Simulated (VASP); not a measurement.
# Co (P6_3/mmc) in VASP: a series of runs

Co is run at these levels: PBE; tasks: single point, relaxation of cell and atoms.

All numbers are computed with VASP 6.6.1; they aren't measurements. Logs are shortened: lines on timing, memory, paths and dates and some standing lists are left out, and cuts for length are marked.

**1. The cell of the first run**

Symmetry: P6_3/mmc, No. 194, hexagonal system. The conventional cell has a = 2.494 Å, b = 2.494 Å, c = 4.035 Å, α = 90.00°, β = 90.00°, γ = 120.00°. Co (site symmetry -6m2) has 12 Co at 2.48 to 2.49 Å within 3.3 Å.

**2. Single point, PBE, collinear spin, ferromagnetic start**

The input, INCAR:

```
PREC = Accurate ; ENCUT = 520
EDIFF = 1E-7 ; ISMEAR = -1
SIGMA = 0.08 ; LREAL = False
LASPH = True ; NELM = 150
ALGO = Normal ; ISIF = 2
LWAVE = False ; LCHARG = True
ISPIN = 2 ; MAGMOM = 1.7 1.7
LORBIT = 11 ; LMAXMIX = 4
GGA = PE ; LELF = True
LVHAR = True ; NBANDS = 20
```

The input, KPOINTS:

```
regular mesh
0
Gamma
  21 21 11
```

The input, POSCAR:

```
Co
1.0
    2.4935811308      0.0000000000      0.0000000000
   -1.2467905654      2.1595046056      0.0000000000
    0.0000000000      0.0000000000      4.0345122101
Co
2
Direct
    0.3333333333      0.6666666667      0.2500000000
    0.6666666667      0.3333333333      0.7500000000
```

Potentials or basis: VASP PAW PBE potentials, release 64 (Co).

Run with:

```
$ cat potpaw_PBE.64/Co/POTCAR > POTCAR
$ mpirun -np 1 vasp_std > vasp.out
```

OUTCAR:

```text
PREC = Accurate
   ENCUT = 520
   EDIFF = 1E-7
   ISMEAR = -1
   LREAL = False
   LASPH = True
   NELM = 150
   ISIF = 2
   ISPIN = 2
   LORBIT = 11
   GGA = PE

 ion  position               nearest neighbor table
   1  0.333  0.667  0.250-   2 2.48   2 2.48   2 2.48   2 2.48   2 2.48   2 2.48
   2  0.667  0.333  0.750-   1 2.48   1 2.48   1 2.48   1 2.48   1 2.48   1 2.48

  LATTYP: Found a hexagonal cell.
 ALAT       =     2.4935811308
 C/A-ratio  =     1.6179590711

  Lattice vectors:

 A1 = (   2.4935811308,   0.0000000000,   0.0000000000)
 A2 = (  -1.2467905654,   2.1595046056,   0.0000000000)
 A3 = (   0.0000000000,   0.0000000000,   4.0345122101)

Analysis of symmetry for initial positions (statically):
=====================================================================
 Subroutine PRICEL returns:
 Original cell was already a primitive cell.

 Routine SETGRP: Setting up the symmetry group for a
 hexagonal supercell.

 Subroutine GETGRP returns: Found 24 space group operations
 (whereof 12 operations were pure point group operations)
 out of a pool of 24 trial point group operations.

The static configuration has the point symmetry D_3d.
 The point group associated with its full space group is D_6h.

Analysis of symmetry for dynamics (positions and initial velocities):
=====================================================================
 Subroutine PRICEL returns:
 Original cell was already a primitive cell.

 Routine SETGRP: Setting up the symmetry group for a
 hexagonal supercell.

 Subroutine GETGRP returns: Found 24 space group operations
 (whereof 12 operations were pure point group operations)
 out of a pool of 24 trial point group operations.

The dynamic configuration has the point symmetry D_3d.
 The point group associated with its full space group is D_6h.

Analysis of structural, dynamic, and magnetic symmetry:
=====================================================================
 Subroutine PRICEL returns:
 Original cell was already a primitive cell.

 Routine SETGRP: Setting up the symmetry group for a
 hexagonal supercell.

 Subroutine GETGRP returns: Found 24 space group operations
 (whereof 12 operations were pure point group operations)
 out of a pool of 24 trial point group operations.

The overall configuration has the point symmetry D_3d.
 The point group associated with its full space group is D_6h.

[... 115 lines left out ...]
   IALGO  =     38    algorithm
   IMIX   =      4    mixing-type and parameters
     AMIX     =   0.40;   BMIX     =  1.00
     AMIX_MAG =   1.60;   BMIX_MAG =  1.00
  volume/ion in A,a.u.               =      10.86        73.31
  Fermi-wavevector in a.u.,A,eV,Ry     =   1.537598  2.905639 32.166993  2.364207
  Thomas-Fermi vector in A             =   2.644084
   LORBIT       =     11    0 simple, 1 ext, 2 COOP (PROOUT), +10 PAW based schemes
   GGA     = PE    functional components
   LHFCALC =     F    Hartree Fock is set to
   AEXX    =    0.0000 exact exchange contribution
   IVDW    =     0    specifies the selected vdW correction
   LEPSILON=     F    determine dielectric tensor
   LRPA    =     F    only Hartree local field effects (RPA)
 spin polarized calculation
  energy-cutoff  :      520.00
  volume of cell :       21.73
 maximum number of plane-waves:       600
 NGX is ok and might be reduce to    20
   NGX =  9   NGY =  9   NGZ = 15

 number of electron      17.9999997 magnetization       3.1983258

 Free energy of the ion-electron system (eV)
  ---------------------------------------------------
  ext. energy  EPLUGINS =         0.00000000
  ---------------------------------------------------
  free energy    TOTEN  =       -14.08879062 eV

  energy without entropy =      -14.04931041  energy(sigma->0) =      -14.06905051

 E-fermi :  10.2352     XC(G=0): -13.3968

 val. band max:       10.2351796002   @ k =   0.1905   0.1429   0.1818
 cond. band min:      10.2355316606   @ k =   0.0952   0.0952   0.1818
 fundamental gap:      0.0003520603
 Fermi energy:        10.2351899117

 spin component 1

 k-point     1 :       0.0000    0.0000    0.0000
  band No.  band energies     occupation
      1       1.3397      1.00000
      2       5.1204      1.00000
      3       7.6335      1.00000
      4       7.6565      1.00000
      5       7.6565      1.00000
      6       7.9668      1.00000
[... 541 lines left out ...]
     19      35.2501      0.00000
     20      36.2815      0.00000

 [... further k-points ...]

 spin component 2

 k-point     1 :       0.0000    0.0000    0.0000
  band No.  band energies     occupation
      1       1.3312      1.00000
      2       6.0546      1.00000
      3       9.2525      1.00000
      4       9.2825      0.99999
      5       9.2825      0.99999
      6       9.6461      0.99937
[... 541 lines left out ...]
     19      35.4596      0.00000
     20      36.7023      0.00000

 [... further k-points ...]

------------------------ aborting loop because EDIFF is reached ----------------------------------------

  FORCE on cell =-STRESS in cart. coord.  units (eV):
  Direction    XX          YY          ZZ          XY          YZ          ZX
  --------------------------------------------------------------------------------------
  -------------------------------------------------------------------------------------
  Total       -0.0988286     -0.0988286     -0.1176656     -0.0000000      0.0000000     -0.0000000
  in kB       -7.2882726     -7.2882726     -8.6774380     -0.0000000      0.0000000     -0.0000000
  external PRESSURE =      -7.7513277 kB  Pullay stress =       0.0000000 kB

 VOLUME and BASIS-vectors are now :
 -----------------------------------------------------------------------------
  energy-cutoff  :      520.00
  volume of cell :       21.73
      direct lattice vectors                 reciprocal lattice vectors
     2.493581131  0.000000000  0.000000000     0.401029663  0.231534584  0.000000000
    -1.246790565  2.159504606  0.000000000     0.000000000  0.463069168  0.000000000
     0.000000000  0.000000000  4.034512210     0.000000000  0.000000000  0.247861438

 POSITION                                       TOTAL-FORCE (eV/Angst)
 -----------------------------------------------------------------------------------
     -0.00000      1.43967      1.00863         0.000000      0.000000      0.000000
      1.24679      0.71983      3.02588        -0.000000     -0.000000      0.000000
 -----------------------------------------------------------------------------------
    total drift:                               -0.000000     -0.000000     -0.000000

  FREE ENERGIE OF THE ION-ELECTRON SYSTEM (eV)
  ---------------------------------------------------
  free  energy   TOTEN  =       -14.0887906215 eV

  energy  without entropy=      -14.0493104085  energy(sigma->0) =      -14.06905051

 total charge

# of ion       s       p       d       tot
------------------------------------------
    1        0.488   0.520   7.263   8.271
    2        0.488   0.520   7.263   8.271
--------------------------------------------------
tot          0.976   1.040  14.526  16.541

 magnetization (x)

# of ion       s       p       d       tot
------------------------------------------
    1       -0.015  -0.054   1.689   1.620
    2       -0.015  -0.054   1.689   1.620
--------------------------------------------------
tot         -0.030  -0.109   3.378   3.240
```

OSZICAR:

```text
N       E                     dE             d eps       ncg     rms          rms(c)
DAV:   1     0.855888308670E+02    0.85589E+02   -0.78650E+03 24168   0.119E+03
DAV:   2    -0.116176600543E+02   -0.97206E+02   -0.87458E+02 23388   0.216E+02
DAV:   3    -0.161551807666E+02   -0.45375E+01   -0.43367E+01 26116   0.566E+01
DAV:   4    -0.162232452821E+02   -0.68065E-01   -0.68011E-01 28052   0.614E+00
DAV:   5    -0.162252821897E+02   -0.20369E-02   -0.20368E-02 26796   0.102E+00    0.148E+01
DAV:   6    -0.145315193707E+02    0.16938E+01   -0.75473E+00 26216   0.566E+01    0.734E+00
DAV:   7    -0.141207864211E+02    0.41073E+00   -0.12218E+00 27032   0.207E+01    0.378E+00
DAV:   8    -0.141037839825E+02    0.17002E-01   -0.17698E-02 29848   0.126E+00    0.184E+00
DAV:   9    -0.140886811753E+02    0.15103E-01   -0.31267E-03 36912   0.970E-01    0.571E-01
DAV:  10    -0.140887912653E+02   -0.11009E-03   -0.67800E-04 30728   0.349E-01    0.204E-01
DAV:  11    -0.140887946232E+02   -0.33579E-05   -0.10946E-04 34020   0.161E-01    0.287E-02
DAV:  12    -0.140887914797E+02    0.31435E-05   -0.12396E-05 24708   0.307E-02    0.163E-02
DAV:  13    -0.140887906989E+02    0.78078E-06   -0.22892E-06 33392   0.192E-02    0.115E-02
DAV:  14    -0.140887906215E+02    0.77402E-07   -0.43463E-07 25644   0.586E-03
   1 F= -.14088791E+02 E0= -.14069051E+02  d E =-.394802E-01  mag=     3.1989
```

stdout:

```text
POSCAR found type information on POSCAR Co
 POSCAR found :  1 types and       2 ions
 scaLAPACK will be used
 LDA part: xc-table for (Slater+PW92), standard interpolation
 POSCAR, INCAR and KPOINTS ok, starting setup
 FFT: planning ... GRIDC
 FFT: planning ... GRID_SOFT
 FFT: planning ... GRID
 WAVECAR not read
 entering main loop
```

Run time: 2.5 min. Hardware: 1 thread of Intel Xeon Platinum 8488C (Sapphire Rapids), shared host; peak memory 0.28 GiB.

Results:

| Item | Value |
| --- | --- |
| Free energy | -14.0888 eV |
| Pressure | -0.8 GPa |
| Net moment | 3.20 μB per cell |
| Site moments | Co +1.62 μB |
| Valence electrons inside the program's atomic spheres | Co 8.27 |

**3. Relaxation of cell and atoms, PBE, collinear spin, ferromagnetic start, target pressure 330 GPa, at which the enthalpy is minimised**

This run uses another cell than the first one, of 6.57 Å³/atom.

The input, INCAR:

```
  PREC = Accurate
  ENCUT = 600
  EDIFF = 1E-7
  ISMEAR = -1
  SIGMA = 0.08
  LREAL = F
  LASPH = T
  NELM = 150
  ALGO = Normal
  ISIF = 3
  LWAVE = F
  LCHARG = F
  ISPIN = 2
  MAGMOM = 1.7 1.7
  LORBIT = 11
  LMAXMIX = 4
  GGA = PE
  IBRION = 2
  NSW = 32
  EDIFFG = -0.005
  PSTRESS = 3300.0
```

The input, KPOINTS:

```
Automatic mesh
0
Gamma
  21 21 11
```

The input, POSCAR:

```
Co
1.0
    2.1074970863      0.0000000000      0.0000000000
   -1.0537485432      1.8251460152      0.0000000000
    0.0000000000      0.0000000000      3.4141146229
Co
2
Direct
    0.3333333333      0.6666666667      0.2500000000
    0.6666666667      0.3333333333      0.7500000000
```

Potentials or basis: VASP PAW PBE potentials, release 64 (Co).

Run with:

```
$ cat potpaw_PBE.64/Co/POTCAR > POTCAR
$ mpirun -np 1 vasp_std > vasp.out
```

It took 13 min on 1 thread of Oxide Virtual Turin-like, shared host; peak memory 0.19 GiB.

It converged, with:

* Free energy: -8.6345 eV
* Relaxed volume: 6.55 Å³/atom
* Relaxed cell: a = 2.106 Å, b = 2.106 Å, c = 3.410 Å, α = 90.00°, β = 90.00°, γ = 120.00°
* Space group after relaxing (to 0.1 Å): P6_3/mmc (No. 194)
* Energy change on relaxing (the run minimises the enthalpy): +38.0 meV/atom
* Ionic steps: 9
* Pressure after relaxing: 330.0 GPa
* Band gap on the k mesh: zero (filled and empty bands overlap)
* Net moment: 0.00 μB per cell

The path:
| step | energy change (eV) | largest force (eV/Å) | pressure (GPa) | volume (Å³) |
| --- | --- | --- | --- | --- |
| 1 | 0.0000 | 0.0000 | 325.83 | 13.13 |
| 2 | 0.6923 | 0.0000 | 363.86 | 12.81 |
| 3 | 0.0757 | 0.0000 | 329.98 | 13.10 |
| 4 | 0.0772 | 0.0000 | 330.09 | 13.09 |
| 5 | 0.0655 | 0.0000 | 329.42 | 13.10 |
| 6 | 0.0752 | 0.0000 | 329.95 | 13.10 |
| 7 | 0.0748 | 0.0000 | 329.92 | 13.10 |
| 8 | 0.0781 | 0.0000 | 330.12 | 13.09 |
| 9 | 0.0760 | 0.0000 | 329.98 | 13.10 |

Final structure:
```
Co
1.0
     2.10571    0.00000    0.00000
    -1.05286    1.82360    0.00000
     0.00000    0.00000    3.41023
Co
2
Direct
  0.33333 0.66667 0.25000
  0.66667 0.33333 0.75000
```

Levels at points of the mesh, in eV from the Fermi level:
Spin up:
```
           k point  band 5  band 6  band 7  band 8  band 9  band 10  band 11  band 12  band 13  band 14
(0.00, 0.00, 0.00)   -3.79   -3.04   -3.04   -2.25   -2.25    -0.38     0.15     0.15    12.27    25.43
```
Spin down:
```
           k point  band 6  band 7  band 8  band 9  band 10  band 11  band 12  band 13
(0.00, 0.00, 0.00)   -3.04   -3.04   -2.25   -2.25    -0.38     0.15     0.15    12.27
```

Caveat: the cell is relaxed towards a set pressure, so the run minimises the enthalpy, not the energy; the moments typed at the start vanished in this run.
